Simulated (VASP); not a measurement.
# BN (P6_3/mmc) in VASP: phonons with r2SCAN

Aim: the phonons of BN with r2SCAN.

Everything below comes from runs of VASP 6.6.1. Logs are shortened: lines on timing, memory, paths and dates and some standing lists are left out, and cuts for length are marked.

### 1 The cell of the first run

It takes space group P6_3/mmc (No. 194, hexagonal). Conventional cell: a = 2.504 Å, b = 2.504 Å, c = 6.661 Å, α = 90.00°, β = 90.00°, γ = 120.00°. Within 1.9 Å of B (site symmetry -6m2) lie 3 N at 1.45 Å. Within 1.9 Å of N (site symmetry -6m2) lie 3 B at 1.45 Å.

### 2 Phonons, r2SCAN

INCAR

```
  PREC = Accurate
  ENCUT = 520
  EDIFF = 1E-8
  ISMEAR = 0
  SIGMA = 0.05
  LREAL = F
  LASPH = T
  NELM = 100
  ALGO = Normal
  ISIF = 2
  LWAVE = F
  LCHARG = T
  METAGGA = R2SCAN
  LMIXTAU = T
  IBRION = 6
  NFREE = 2
  POTIM = 0.015
  NSW = 1
```

KPOINTS

```
Automatic mesh
0
Gamma
  12 12 4
```

POSCAR

```
BN
1.0
    2.5039917043      0.0000000000      0.0000000000
   -1.2519958522      2.1685204268      0.0000000000
    0.0000000000      0.0000000000      6.6612000000
B N
2 2
Direct
    0.3333333333      0.6666666667      0.2500000000
    0.6666666667      0.3333333333      0.7500000000
    0.3333333333      0.6666666667      0.7500000000
    0.6666666667      0.3333333333      0.2500000000
```

Potentials or basis: VASP PAW PBE potentials, release 64 (B, N).

Command:

```
> cat potpaw_PBE.64/B/POTCAR potpaw_PBE.64/N/POTCAR > POTCAR
> mpirun -np 1 vasp_std > vasp.out
```

OUTCAR:

```text
PREC = Accurate
   ENCUT = 520
   EDIFF = 1E-8
   ISMEAR = 0
   LREAL = F
   LASPH = T
   NELM = 100
   ISIF = 2
   METAGGA = R2SCAN
   IBRION = 6
   NFREE = 2
   POTIM = 0.015
   NSW = 1

 ion  position               nearest neighbor table
   1  0.333  0.667  0.250-   4 1.45   4 1.45   4 1.45
   2  0.667  0.333  0.750-   3 1.45   3 1.45   3 1.45
   3  0.333  0.667  0.750-   2 1.45   2 1.45   2 1.45
   4  0.667  0.333  0.250-   1 1.45   1 1.45   1 1.45

  LATTYP: Found a hexagonal cell.
 ALAT       =     2.5039917043
 C/A-ratio  =     2.6602324555

  Lattice vectors:

 A1 = (   2.5039917043,   0.0000000000,   0.0000000000)
 A2 = (  -1.2519958522,   2.1685204268,   0.0000000000)
 A3 = (   0.0000000000,   0.0000000000,   6.6612000000)

Analysis of symmetry for initial positions (statically):
=====================================================================
 Subroutine PRICEL returns:
 Original cell was already a primitive cell.

 Routine SETGRP: Setting up the symmetry group for a
 hexagonal supercell.

 Subroutine GETGRP returns: Found 24 space group operations
 (whereof 12 operations were pure point group operations)
 out of a pool of 24 trial point group operations.

The static configuration has the point symmetry D_3d.
 The point group associated with its full space group is D_6h.

Analysis of symmetry for dynamics (positions and initial velocities):
=====================================================================
 Subroutine PRICEL returns:
 Original cell was already a primitive cell.

 Routine SETGRP: Setting up the symmetry group for a
 hexagonal supercell.

 Subroutine GETGRP returns: Found 24 space group operations
 (whereof 12 operations were pure point group operations)
 out of a pool of 24 trial point group operations.

The dynamic configuration has the point symmetry D_3d.
 The point group associated with its full space group is D_6h.

 Subroutine INISYM returns: Found 24 space group operations
 (whereof 12 operations are pure point group operations),
 and found     1 'primitive' translations

----------------------------------------------------------------------------------------

                                     Primitive cell

  volume of cell :      36.1700

  direct lattice vectors                    reciprocal lattice vectors
     2.503991704  0.000000000  0.000000000     0.399362345  0.230571958  0.000000000
    -1.251995852  2.168520427  0.000000000     0.000000000  0.461143915  0.000000000
     0.000000000  0.000000000  6.661200000     0.000000000  0.000000000  0.150123101

  length of vectors
     2.503991704  2.503991704  6.661200000     0.461143915  0.461143915  0.150123101

  position of ions in fractional coordinates (direct lattice)
     0.333333333  0.666666667  0.250000000
     0.666666667  0.333333333  0.750000000
     0.333333333  0.666666667  0.750000000
     0.666666667  0.333333333  0.250000000

  ion indices of the primitive-cell ions
   primitive index   ion index
                 1           1
                 2           2
                 3           3
                 4           4

----------------------------------------------------------------------------------------

 KPOINTS: Automatic mesh

Automatic generation of k-mesh.
 Grid dimensions read from file:
 generate k-points for:   12   12    4

 Generating k-lattice:

  Cartesian coordinates                     Fractional coordinates (reciprocal lattice)
[... 73 lines left out ...]
   EMIN   =  10.00;   EMAX   =-10.00  energy-range for DOS
   EFERMI =   0.00;   METHOD = LEGACY
   ISMEAR =     0;   SIGMA  =   0.05  broadening in eV -4-tet -1-fermi 0-gaus
   EFERMI_NEDOS =   21; number of points for ismear=-14 and -15
   IALGO  =     38    algorithm
   IMIX   =      4    mixing-type and parameters
     AMIX     =   0.40;   BMIX     =  1.00
     AMIX_MAG =   1.60;   BMIX_MAG =  1.00
  volume/ion in A,a.u.               =       9.04        61.02
  Fermi-wavevector in a.u.,A,eV,Ry     =   1.247379  2.357205 21.170055  1.555955
  Thomas-Fermi vector in A             =   2.381514
   LORBIT       =      0    0 simple, 1 ext, 2 COOP (PROOUT), +10 PAW based schemes
   METAGGA = R2SCAN    functional components
   LHFCALC =     F    Hartree Fock is set to
   AEXX    =    0.0000 exact exchange contribution
   IVDW    =     0    specifies the selected vdW correction
   LEPSILON=     F    determine dielectric tensor
   LRPA    =     F    only Hartree local field effects (RPA)
 finite differences with symmetry
 non-spin polarized calculation
 Gauss-broadening in eV      SIGMA  =   0.05
  energy-cutoff  :      520.00
  volume of cell :       36.17
 maximum number of plane-waves:       992
 NGX is ok and might be reduce to    20
   NGX =  9   NGY =  9   NGZ = 25

--------------------------------------- Ionic step        1  -------------------------------------------

 number of electron      15.9999998 magnetization

 Free energy of the ion-electron system (eV)
  ---------------------------------------------------
  ext. energy  EPLUGINS =         0.00000000
  ---------------------------------------------------
  free energy    TOTEN  =       -38.59329068 eV

  energy without entropy =      -38.59329068  energy(sigma->0) =      -38.59329068

------------------------ aborting loop because EDIFF is reached ----------------------------------------

  FORCE on cell =-STRESS in cart. coord.  units (eV):
  Direction    XX          YY          ZZ          XY          YZ          ZX
  --------------------------------------------------------------------------------------
  -------------------------------------------------------------------------------------
  Total       -0.1386888     -0.1386888      0.1280395      0.0000000     -0.0000000      0.0000000
  in kB       -6.1433211     -6.1433211      5.6716018      0.0000000     -0.0000000      0.0000000
  external PRESSURE =      -2.2050135 kB  Pullay stress =       0.0000000 kB
[... 291 lines left out ...]
--------------------------------------- Ionic step        9  -------------------------------------------

 number of electron      15.9999998 magnetization

 Free energy of the ion-electron system (eV)
  ---------------------------------------------------
  ext. energy  EPLUGINS =         0.00000000
  ---------------------------------------------------
  free energy    TOTEN  =       -38.59165963 eV

  energy without entropy =      -38.59165963  energy(sigma->0) =      -38.59165963

 E-fermi :   2.2738     XC(G=0): -10.7174

 val. band max:        1.9869237111   @ k =   0.3333   0.3333   0.5000
 cond. band min:       6.8647272003   @ k =   0.5000   0.0000   0.0000
 fundamental gap:      4.8778034893
 Fermi energy:         2.2737853044

 k-point     1 :       0.0000    0.0000    0.0000
  band No.  band energies     occupation
      1     -16.8013      2.00000
      2     -16.5172      2.00000
      3      -4.3721      2.00000
      4      -2.2154      2.00000
      5       0.6357      2.00000
      6       0.6357      2.00000
      7       0.6737      2.00000
      8       0.6737      2.00000
      9       7.5985      0.00000
     10      13.0307      0.00000
     11      14.2859      0.00000
     12      14.2859      0.00000
[... 331 lines left out ...]
 k-point    24 :       0.3333    0.0000    0.2500
  band No.  band energies     occupation
      1     -14.7161      2.00000
      2     -14.5721      2.00000
      3      -5.1875      2.00000
      4      -5.1293      2.00000
      5      -1.7099      2.00000
      6      -1.6656      2.00000
      7      -1.2339      2.00000
      8      -0.0063      2.00000
      9       9.4850      0.00000
     10      10.1586      0.00000
     11      11.5635      0.00000
     12      12.9397      0.00000

 [... further k-points ...]

------------------------ aborting loop because EDIFF is reached ----------------------------------------

  FORCE on cell =-STRESS in cart. coord.  units (eV):
  Direction    XX          YY          ZZ          XY          YZ          ZX
  --------------------------------------------------------------------------------------
  -------------------------------------------------------------------------------------
  Total       -0.1393925     -0.1393925      0.1244213      0.0000000      0.0000000      0.0000000
  in kB       -6.1744884     -6.1744884      5.5113322      0.0000000      0.0000000      0.0000000
  external PRESSURE =      -2.2792148 kB  Pullay stress =       0.0000000 kB
[... 19 lines left out ...]
  FREE ENERGIE OF THE ION-ELECTRON SYSTEM (eV)
  ---------------------------------------------------
  free  energy   TOTEN  =       -38.5916596274 eV

  energy  without entropy=      -38.5916596274  energy(sigma->0) =      -38.59165963

 INTERNAL STRAIN TENSORS FROM DISPLACED ATOMS
 ============================================

 INTERNAL STRAIN TENSOR FOR ION    1 for displacements in x,y,z  (eV/Angst):
          X           Y           Z          XY          YZ          ZX
  --------------------------------------------------------------------------------
  x     0.00000    -0.00000     0.00000   -11.74078     0.00000     0.00000
  y   -11.74078    11.74078     0.00000    -0.00000     0.00000     0.00000
  z    -0.00000     0.00000    -0.00000     0.00000     0.00000     0.00000

 INTERNAL STRAIN TENSOR FOR ION    4 for displacements in x,y,z  (eV/Angst):
          X           Y           Z          XY          YZ          ZX
  --------------------------------------------------------------------------------
  x    -0.00000     0.00000    -0.00000    11.92702     0.00000     0.00000
  y    11.92702   -11.92702     0.00000     0.00000     0.00000     0.00000
  z    -0.00000     0.00000    -0.00000     0.00000     0.00000     0.00000

 Eigenvectors and eigenvalues of the dynamical matrix
 ----------------------------------------------------

   1 f  =   40.717418 THz   255.835082 2PiTHz 1358.186868 cm-1   168.393634 meV
             X         Y         Z           dx          dy          dz
     -0.000000  1.445680  1.665300     0.333757   -0.412802   -0.000000
      1.251996  0.722840  4.995900    -0.333757    0.412802    0.000000
     -0.000000  1.445680  4.995900     0.293690   -0.363246   -0.000000
      1.251996  0.722840  1.665300    -0.293690    0.363246   -0.000000
[... 71 lines left out ...]
  12 f/i=    0.003294 THz     0.020700 2PiTHz    0.109892 cm-1     0.013625 meV
             X         Y         Z           dx          dy          dz
     -0.000000  1.445680  1.665300    -0.000000   -0.000000    0.466829
      1.251996  0.722840  4.995900    -0.000000   -0.000000    0.466829
     -0.000000  1.445680  4.995900    -0.000000   -0.000000    0.531103
      1.251996  0.722840  1.665300    -0.000000   -0.000000    0.531103

 ELASTIC MODULI CONTR FROM IONIC RELAXATION (kBar)
 Direction    XX          YY          ZZ          XY          YZ          ZX
 --------------------------------------------------------------------------------
 XX        -311.6221    311.6221     -0.0000      0.0000      0.0000     -0.0000
 YY         311.6221   -311.6221      0.0000      0.0000      0.0000      0.0000
 ZZ          -0.0000      0.0000     -0.0000      0.0000      0.0000      0.0000
 XY           0.0000      0.0000      0.0000   -311.6221      0.0000      0.0000
 YZ           0.0000      0.0000      0.0000      0.0000      0.0000      0.0000
 ZX          -0.0000      0.0000      0.0000      0.0000      0.0000     -0.0000
 --------------------------------------------------------------------------------
```

Wall time 55 min (1 thread of Oxide Virtual Turin-like, shared host); peak memory 0.25 GiB.

What came out:

* Highest phonon frequency at Γ, LO-TO splitting left out: 1358 cm⁻¹

Phonon frequencies in cm⁻¹ (negative: imaginary):
```
              q point                                  frequencies
(0.000, 0.000, 0.000)  0 0 0 47 47 117 768 826 1358 1358 1358 1358
```

Caveat: the PAW data sets were made with another functional, which shifts forces and pressure a little.
